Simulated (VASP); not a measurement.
# NaF (Fm-3m) in VASP: relaxation of cell and atoms with r2SCAN

Aim: the relaxation of cell and atoms of NaF with r2SCAN.

Everything below comes from runs of VASP 6.6.1. Logs are shortened: lines on timing, memory, paths and dates and some standing lists are left out, and cuts for length are marked.

**1. The cell of the first run**

It takes space group Fm-3m (No. 225, cubic). Conventional cell: a = 4.640 Å, b = 4.640 Å, c = 4.640 Å, α = 90.00°, β = 90.00°, γ = 90.00°. Within 3.1 Å of Na (site symmetry m-3m) lie 6 F at 2.32 Å. Within 3.1 Å of F (site symmetry m-3m) lie 6 Na at 2.32 Å.

**2. Relaxation of cell and atoms, r2SCAN**

The input, POSCAR:

```
NaF
1.0
    0.0000000000      2.3200000000      2.3200000000
    2.3200000000      0.0000000000      2.3200000000
    2.3200000000      2.3200000000      0.0000000000
Na F
1 1
Direct
    0.0000000000      0.0000000000      0.0000000000
    0.5000000000      0.5000000000      0.5000000000
```

The input, INCAR.step1:

```
ALGO = Normal ; EDIFF = 1E-5
EDIFFG = -0.005 ; ENCUT = 1250
GGA = PE ; GGA_COMPAT = F
IBRION = 2 ; ISIF = 3
ISMEAR = 0 ; LASPH = T
LCHARG = F ; LREAL = F
LWAVE = T ; NELM = 120
NELMIN = 4 ; NSW = 100
PREC = Accurate ; SIGMA = 0.02
```

The input, INCAR.step2:

```
ALGO = Normal ; EDIFF = 1E-7
EDIFFG = -0.01 ; ENCUT = 1250
GGA_COMPAT = F ; IBRION = 2
ISIF = 3 ; ISMEAR = 0
ISTART = 1 ; LASPH = T
LCHARG = F ; LMIXTAU = T
LREAL = F ; LWAVE = F
METAGGA = R2SCAN ; NELM = 120
NELMIN = 4 ; NSW = 100
PREC = Accurate ; SIGMA = 0.02
```

The input, KPOINTS:

```
k-points
0
Gamma
  8 8 8
```

Potentials or basis: VASP PAW PBE potentials, release 64 (Na_sv, F).

The run is started by

```console
$ cat potpaw_PBE.64/Na_sv/POTCAR potpaw_PBE.64/F/POTCAR > POTCAR
$ cp INCAR.step1 INCAR
$ mpirun -np 1 vasp_std > vasp.out
$ cp INCAR.step2 INCAR
$ mpirun -np 1 vasp_std > vasp.out
```

OUTCAR:

```text
EDIFF = 1E-7
   EDIFFG = -0.01
   ENCUT = 1250
   IBRION = 2
   ISIF = 3
   ISMEAR = 0
   ISTART = 1
   LASPH = T
   LREAL = F
   METAGGA = R2SCAN
   NELM = 120
   NELMIN = 4
   NSW = 100
   PREC = Accurate

 ion  position               nearest neighbor table
   1  0.000  0.000  0.000-
   2  0.500  0.500  0.500-

  LATTYP: Found a face centered cubic cell.
 ALAT       =     4.6400000000

  Lattice vectors:

 A1 = (   0.0000000000,   2.3200000000,   2.3200000000)
 A2 = (   2.3200000000,   0.0000000000,   2.3200000000)
 A3 = (   2.3200000000,   2.3200000000,   0.0000000000)

Analysis of symmetry for initial positions (statically):
=====================================================================
 Subroutine PRICEL returns:
 Original cell was already a primitive cell.

 Routine SETGRP: Setting up the symmetry group for a
 face centered cubic supercell.

 Subroutine GETGRP returns: Found 48 space group operations
 (whereof 48 operations were pure point group operations)
 out of a pool of 48 trial point group operations.

The static configuration has the point symmetry O_h .

Analysis of symmetry for dynamics (positions and initial velocities):
=====================================================================
 Subroutine PRICEL returns:
 Original cell was already a primitive cell.

 Routine SETGRP: Setting up the symmetry group for a
 face centered cubic supercell.

 Subroutine GETGRP returns: Found 48 space group operations
 (whereof 48 operations were pure point group operations)
 out of a pool of 48 trial point group operations.

The dynamic configuration has the point symmetry O_h .

 Subroutine INISYM returns: Found 48 space group operations
 (whereof 48 operations are pure point group operations),
 and found     1 'primitive' translations

----------------------------------------------------------------------------------------

                                     Primitive cell

  volume of cell :      24.9743

  direct lattice vectors                    reciprocal lattice vectors
     0.000000000  2.320000000  2.320000000    -0.215517241  0.215517241  0.215517241
     2.320000000  0.000000000  2.320000000     0.215517241 -0.215517241  0.215517241
     2.320000000  2.320000000  0.000000000     0.215517241  0.215517241 -0.215517241

  length of vectors
     3.280975465  3.280975465  3.280975465     0.373286812  0.373286812  0.373286812

  position of ions in fractional coordinates (direct lattice)
     0.000000000  0.000000000  0.000000000
     0.500000000  0.500000000  0.500000000

  ion indices of the primitive-cell ions
   primitive index   ion index
                 1           1
                 2           2

----------------------------------------------------------------------------------------

 KPOINTS: k-points

Automatic generation of k-mesh.
 Grid dimensions read from file:
 generate k-points for:    8    8    8

 Generating k-lattice:

  Cartesian coordinates                     Fractional coordinates (reciprocal lattice)
    -0.026939655  0.026939655  0.026939655     0.125000000  0.000000000  0.000000000
     0.026939655 -0.026939655  0.026939655     0.000000000  0.125000000  0.000000000
     0.026939655  0.026939655 -0.026939655     0.000000000  0.000000000  0.125000000

  Length of vectors
     0.046660851  0.046660851  0.046660851

  Shift w.r.t. Gamma in fractional coordinates (k-lattice)
     0.000000000  0.000000000  0.000000000

 Subroutine IBZKPT returns following result:
 ===========================================

 Found     29 irreducible k-points:

 Following reciprocal coordinates:
            Coordinates               Weight
  0.000000  0.000000  0.000000      1.000000
  0.125000  0.000000  0.000000      8.000000
  0.250000  0.000000  0.000000      8.000000
  0.375000  0.000000  0.000000      8.000000
  0.500000  0.000000  0.000000      4.000000
  0.125000  0.125000  0.000000      6.000000
[... 16 lines left out ...]
  0.500000  0.250000  0.125000     48.000000
 -0.375000  0.250000  0.125000     24.000000
 [... further k-points ...]
   k-points           NKPTS =     29   k-points in BZ     NKDIM =     29   number of bands    NBANDS=     12
   number of dos      NEDOS =    301   number of ions     NIONS =      2
   total plane-waves  NPLWV =  64000
   dimension x,y,z NGX =    40 NGY =   40 NGZ =   40
   dimension x,y,z NGXF=    80 NGYF=   80 NGZF=   80
   ions per type =               1   1
   NGX,Y,Z   is equivalent  to a cutoff of  20.27, 20.27, 20.27 a.u.
   NGXF,Y,Z  is equivalent  to a cutoff of  40.54, 40.54, 40.54 a.u.
 SYSTEM =  unknown system
   PREC   = accura    normal or accurate (medium, high low for compatibility)
   ISTART =      1    job   : 0-new  1-cont  2-samecut
   ICHARG =      0    charge: 1-file 2-atom 10-const
   ISPIN  =      1    spin polarized calculation?
   LNONCOLLINEAR =      F non collinear calculations
   LSORBIT =      F    spin-orbit coupling
   LASPH  =      T    aspherical Exc in radial PAW
   ENCUT  = 1250.0 eV  91.87 Ry    9.59 a.u.   9.46  9.46  9.46*2*pi/ulx,y,z
   NELM   =    120;   NELMIN=  4; NELMDL=  0     # of ELM steps
   EDIFF  = 0.1E-06   stopping-criterion for ELM
   LREAL  =      F    real-space projection
   EDIFFG = -.1E-01   stopping-criterion for IOM
   NSW    =    100    number of steps for IOM
   IBRION =      2    ionic relax: 0-MD 1-quasi-New 2-CG
   NFREE  =      1    steps in history (QN), initial steepest desc. (CG)
   ISIF   =      3    stress and relaxation
   ISYM   =      2    0-nonsym 1-usesym 2-fastsym
   POTIM  = 0.5000    time-step for ionic-motion
   TEBEG  =    0.0;   TEEND  =   0.0 temperature during run
   PSTRESS=    0.0 pullay stress
   NELECT =      16.0000    total number of electrons
   NUPDOWN=      -1.0000    fix difference up-down
   EMIN   =  10.00;   EMAX   =-10.00  energy-range for DOS
   EFERMI =   0.00;   METHOD = LEGACY
   ISMEAR =     0;   SIGMA  =   0.02  broadening in eV -4-tet -1-fermi 0-gaus
   EFERMI_NEDOS =   21; number of points for ismear=-14 and -15
   IALGO  =     38    algorithm
   IMIX   =      4    mixing-type and parameters
     AMIX     =   0.40;   BMIX     =  1.00
     AMIX_MAG =   1.60;   BMIX_MAG =  1.00
  volume/ion in A,a.u.               =      12.49        84.27
  Fermi-wavevector in a.u.,A,eV,Ry     =   1.411292  2.666955 27.099333  1.991745
  Thomas-Fermi vector in A             =   2.533158
   LORBIT       =      0    0 simple, 1 ext, 2 COOP (PROOUT), +10 PAW based schemes
   METAGGA = R2SCAN    functional components
   LHFCALC =     F    Hartree Fock is set to
   AEXX    =    0.0000 exact exchange contribution
   IVDW    =     0    specifies the selected vdW correction
   LEPSILON=     F    determine dielectric tensor
   LRPA    =     F    only Hartree local field effects (RPA)
 conjugate gradient relaxation of ions
 non-spin polarized calculation
 Gauss-broadening in eV      SIGMA  =   0.02
  energy-cutoff  :     1250.00
  volume of cell :       24.97
 maximum number of plane-waves:      2541
 NGX is ok and might be reduce to    40
   NGX = 19   NGY = 19   NGZ = 19

--------------------------------------- Ionic step        1  -------------------------------------------

 number of electron      16.0000002 magnetization

 Free energy of the ion-electron system (eV)
  ---------------------------------------------------
  ext. energy  EPLUGINS =         0.00000000
  ---------------------------------------------------
  free energy    TOTEN  =       -12.56627504 eV

  energy without entropy =      -12.56627504  energy(sigma->0) =      -12.56627504

------------------------ aborting loop because EDIFF is reached ----------------------------------------

  FORCE on cell =-STRESS in cart. coord.  units (eV):
  Direction    XX          YY          ZZ          XY          YZ          ZX
  --------------------------------------------------------------------------------------
  -------------------------------------------------------------------------------------
  Total       -0.2369835     -0.2369835     -0.2369835      0.0000000      0.0000000     -0.0000000
  in kB      -15.2031902    -15.2031902    -15.2031902      0.0000000      0.0000000     -0.0000000
  external PRESSURE =     -15.2031902 kB  Pullay stress =       0.0000000 kB
[... 21 lines left out ...]
  energy  without entropy=      -12.5662750446  energy(sigma->0) =      -12.56627504

--------------------------------------- Ionic step        2  -------------------------------------------

 number of electron      16.0000002 magnetization

 E-fermi :  -2.1548     XC(G=0):  -9.6187

 val. band max:       -2.2730854250   @ k =   0.0000   0.0000   0.0000
 cond. band min:       4.9325013068   @ k =   0.0000   0.0000   0.0000
 fundamental gap:      7.2055867319
 Fermi energy:        -2.1548300604

 k-point     1 :       0.0000    0.0000    0.0000
  band No.  band energies     occupation
      1     -51.3273      2.00000
      2     -22.5835      2.00000
      3     -21.7037      2.00000
      4     -21.7037      2.00000
      5     -21.7037      2.00000
      6      -2.2731      2.00000
      7      -2.2731      2.00000
      8      -2.2731      2.00000
      9       4.9325      0.00000
     10      17.9080      0.00000
     11      17.9080      0.00000
     12      17.9080      0.00000
[... 378 lines left out ...]
  energy  without entropy=      -12.5691887048  energy(sigma->0) =      -12.56918870

--------------------------------------- Ionic step        3  -------------------------------------------

 number of electron      16.0000002 magnetization

 Free energy of the ion-electron system (eV)
  ---------------------------------------------------
  ext. energy  EPLUGINS =         0.00000000
  ---------------------------------------------------
  free energy    TOTEN  =       -12.56979406 eV

  energy without entropy =      -12.56979406  energy(sigma->0) =      -12.56979406

 E-fermi :  -1.9835     XC(G=0):  -9.6818

 val. band max:       -2.2172455694   @ k =   0.0000   0.0000   0.0000
 cond. band min:       5.0569927453   @ k =   0.0000   0.0000   0.0000
 fundamental gap:      7.2742383147
 Fermi energy:        -1.9835293134

 k-point     1 :       0.0000    0.0000    0.0000
  band No.  band energies     occupation
      1     -51.2371      2.00000
      2     -22.5475      2.00000
      3     -21.6121      2.00000
      4     -21.6121      2.00000
      5     -21.6121      2.00000
      6      -2.2172      2.00000
      7      -2.2172      2.00000
      8      -2.2172      2.00000
      9       5.0570      0.00000
     10      18.0533      0.00000
     11      18.0533      0.00000
     12      18.0533      0.00000
[... 374 lines left out ...]
  FREE ENERGIE OF THE ION-ELECTRON SYSTEM (eV)
  ---------------------------------------------------
  free  energy   TOTEN  =       -12.5697940628 eV

  energy  without entropy=      -12.5697940628  energy(sigma->0) =      -12.56979406

 reached required accuracy - stopping structural energy minimisation
```

It took 2.6 min on 1 thread of Intel Xeon 6975P-C (Granite Rapids), shared host; peak memory 0.27 GiB.

Results:

* Free energy: -12.5698 eV
* Relaxed volume: 12.13 Å³/atom
* Relaxed cell: a = 3.249 Å, b = 3.249 Å, c = 3.249 Å, α = 60.00°, β = 60.00°, γ = 60.00°
* Space group after relaxing (to 0.1 Å): Fm-3m (No. 225)
* Energy gained by relaxing: 1.8 meV/atom
* Ionic steps: 3
* Pressure after relaxing: 0.0 GPa
* Band gap on the k mesh: 7.27 eV

Step by step:
| step | energy change (eV) | largest force (eV/Å) | pressure (GPa) | volume (Å³) |
| --- | --- | --- | --- | --- |
| 1 | 0.0000 | 0.0000 | -1.52 | 24.97 |
| 2 | -0.0029 | 0.0000 | -0.66 | 24.55 |
| 3 | -0.0035 | 0.0000 | -0.01 | 24.26 |

Final structure:
```
CELL_PARAMETERS angstrom
0.00000 2.29757 2.29757
2.29757 0.00000 2.29757
2.29757 2.29757 0.00000
ATOMIC_POSITIONS crystal
Na 0.00000 0.00000 0.00000
F 0.50000 0.50000 0.50000
```

Levels at points of the mesh, in eV from the valence-band top:
```csv
k point,band 4,band 5,band 6,band 7,band 8,band 9,band 10,band 11,band 12
"(0.00, 0.00, 0.00)",-19.39,-19.39,0.00,0.00,0.00,7.27,20.27,20.27,20.27
"(0.50, 0.00, 0.00)",-19.41,-18.88,-1.61,-0.27,-0.27,11.78,13.67,21.66,21.66
"(0.50, 0.50, 0.00)",-19.45,-19.45,-1.31,-0.42,-0.42,14.20,14.27,15.09,21.41
```

Caveat: the PAW data sets were made with another functional, which shifts forces and pressure a little. r2SCAN opens gaps a little over a GGA but as a rule still falls short of measured ones.
